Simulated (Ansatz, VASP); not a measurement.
**Hf2TaN4: VASP beside Ansatz**

File INCAR:

```
SYSTEM = Hf2TaN4
  PREC = Accurate
  ENCUT = 520
  EDIFF = 1E-6
  ISMEAR = 0
  SIGMA = 0.2
  LREAL = .False.
  LASPH = .True.
  NELM = 60
  ALGO = Normal
  ISIF = 2
  LWAVE = .False.
  LCHARG = .True.
  GGA = PE
  LELF = .True.
  LVHAR = .True.
  NBANDS = 34
```

KPOINTS

```
regular mesh
0
Gamma
  8 8 4
  0 0 0
```

Contents of POSCAR:

```
Hf2TaN4
1.0
    0.0000000000     -3.1650341447      0.0000000000
   -5.1374989301      1.5825170723      0.0226155782
    1.5266777990      0.0000000000     -5.4189731007
Hf Ta N
2 1 4
Direct
    0.7791059809      0.5582119619      0.7730715004
    0.2208940191      0.4417880381      0.2269284996
    0.0000000000      0.0000000000      0.5000000000
    0.8561380245      0.7122760491      0.1617007866
    0.3805365802      0.7610731603      0.6119843266
    0.1438619755      0.2877239509      0.8382992134
    0.6194634198      0.2389268397      0.3880156734
```

Input for Ansatz:

```yaml
crystal:
  lattice:
    - [0.0, -3.1650341447, 0.0]
    - [-5.1374989301, 1.5825170723, 0.0226155782]
    - [1.526677799, 0.0, -5.4189731007]
  atoms:
    - { symbol: Hf, position: [0.7791059809, 0.5582119619, 0.7730715004] }
    - { symbol: Hf, position: [0.2208940191, 0.4417880381, 0.2269284996] }
    - { symbol: Ta, position: [0.0, 0.0, 0.5] }
    - { symbol: "N", position: [0.8561380245, 0.7122760491, 0.1617007866] }
    - { symbol: "N", position: [0.3805365802, 0.7610731603, 0.6119843266] }
    - { symbol: "N", position: [0.1438619755, 0.2877239509, 0.8382992134] }
    - { symbol: "N", position: [0.6194634198, 0.2389268397, 0.3880156734] }
basis:
  ecutwfc: 420
kpoints:
  mp_grid: { grid: [8, 8, 4] }
hamiltonian:
  xc: pbe
scf:
  occupations: { method: gaussian, width: 0.2 }
  lower_state_search: "off"
output:
  forces: true
  stress: true
  eigenvalues: true
```

Alike in both runs: task single point; functional PBE; k mesh 8 × 8 × 4; occupations gaussian, width 0.2 eV; no spin polarisation.

|  | VASP | Ansatz |
| --- | --- | --- |
| version | VASP 6.6.1 | Ansatz 0.2.0 |
| potentials or method | VASP PAW PBE potentials, release 64 (Hf_pv, Ta_pv, N), cutoff 520 eV | scalar-relativistic, plane waves, PAW |
| valence electrons in the cell | 51 | 85 |

Ansatz gave:

| Item | Value |
| --- | --- |
| gap on the k mesh at the Fermi level (eV) | none |
| pressure (GPa) | 0.1 |
| traceless stress, the component that is largest in VASP (GPa) | 0.12 |
| rms of the force components (eV/Å) | 0.017 |

Problem. What did VASP give for the same quantities?

Solution. gap on the k mesh at the Fermi level (eV): none; pressure (GPa): -1.1; traceless stress, the component that is largest in VASP (GPa): 0.33; rms of the force components (eV/Å): 0.073.

Atom by atom the forces differ by 0.066 eV/Å (rms over components). A gap of «none» marks a metal or a gap that the smearing closes. VASP's potentials hold 51 valence electrons a cell and Ansatz's 85, so a difference there can come from the potentials and not from the codes.

Neither program's run includes spin-orbit coupling.
